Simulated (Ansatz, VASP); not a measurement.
**Be2ZnTe2O: VASP beside Ansatz**

```
Be Zn Te O
1.0
    -2.46888    2.46888    5.29132
     2.46888   -2.46888    5.29132
     2.46888    2.46888   -5.29132
Be Zn Te O
2 1 2 1
Direct
  0.75000 0.25000 0.50000
  0.25000 0.75000 0.50000
  0.50000 0.50000 0.00000
  0.19468 0.19468 0.00000
  0.80532 0.80532 0.00000
  0.00000 0.00000 0.00000
```

Alike in both runs: functional PBE; k mesh 6 × 6 × 6; occupations gaussian, width 0.1 eV; no spin polarisation.

Ansatz relaxed the structure, and its values are those at the end. VASP's run is a single point on that final structure, the one shown.

|  | VASP | Ansatz |
| --- | --- | --- |
| version | VASP 6.6.1 | Ansatz 0.2.0 |
| potentials or method | VASP PAW PBE potentials, release 64 (Be, Zn, Te, O), cutoff 520 eV | scalar-relativistic, plane waves, PAW |
| valence electrons in the cell | 34 | 54 |

VASP gave:

| Quantity | Value |
| --- | --- |
| gap on the k mesh at the Fermi level (eV) | none |
| pressure (GPa) | -0.1 |
| rms of the force components (eV/Å) | 0.014 |

Task: Which values does Ansatz return?

Result: gap on the k mesh at the Fermi level (eV): none; pressure (GPa): -0.1; rms of the force components (eV/Å): 0.003.

A gap of «none» marks a metal or a gap that the smearing closes. VASP's potentials hold 34 valence electrons a cell and Ansatz's 54, so a difference there can come from the potentials and not from the codes.

Spin-orbit coupling is off throughout.
